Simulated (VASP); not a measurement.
A run of VASP 6.6.1:

Contents of POSCAR:

```
TiB
1.0
    2.5262551425      2.5262551425      0.0000000000
   -2.5262551425      2.5262551425      0.0000000000
    0.0000000000      0.0000000000      5.0525102850
Ti B
2 2
Direct
    0.5000000000      0.0000000000      0.2500000000
    0.0000000000      0.5000000000      0.7500000000
    0.0000000000      0.0000000000      0.0000000000
    0.5000000000      0.5000000000      0.5000000000
```

File INCAR.step1:

```
PREC     = Accurate       # precision mode
ENCUT    = 520            # plane-wave cutoff, eV
ISMEAR   = 0              # smearing method
SIGMA    = 0.1            # smearing width, eV
LREAL    = False          # projectors in reciprocal space
LASPH    = True           # aspherical terms in the spheres
NELM     = 60             # most SCF steps
NBANDS   = 23             # bands
GGA      = PE             # functional
ALGO     = Normal         # electronic algorithm
EDIFF    = 1E-4           # SCF threshold, eV
LWAVE    = True           # write WAVECAR
LCHARG   = False          # write CHGCAR
```

File INCAR.step2:

```
PREC     = Accurate       # precision mode
ENCUT    = 520            # plane-wave cutoff, eV
EDIFF    = 1E-7           # SCF threshold, eV
ISMEAR   = 0              # smearing method
SIGMA    = 0.1            # smearing width, eV
LREAL    = False          # projectors in reciprocal space
LASPH    = True           # aspherical terms in the spheres
NELM     = 60             # most SCF steps
ALGO     = Normal         # electronic algorithm
ISIF     = 2              # what is computed and relaxed
LWAVE    = False          # write WAVECAR
LCHARG   = True           # write CHGCAR
METAGGA  = R2SCAN         # meta-GGA
LMIXTAU  = True         
LELF     = True           # ELF
LVHAR    = True         
NBANDS   = 23             # bands
ISTART   = 1
```

KPOINTS

```
regular mesh
0
Gamma
  16 16 10
```

Potentials or basis: VASP PAW PBE potentials, release 64 (Ti_sv, B).

Command:

```sh
$ cat potpaw_PBE.64/Ti_sv/POTCAR potpaw_PBE.64/B/POTCAR > POTCAR
$ cp INCAR.step1 INCAR
$ mpirun -np 1 vasp_std > vasp.out
$ cp INCAR.step2 INCAR
$ mpirun -np 1 vasp_std > vasp.out
```

Hardware: 1 thread of Intel(R) Xeon(R) 6975P-C (Granite Rapids) (shared host).

Problem. How long does it take, and how much memory?

Solution. Wall time 10 min on 1 thread of Intel(R) Xeon(R) 6975P-C (Granite Rapids), on a shared host, peak memory 0.44 GiB. Counts: k points 270.
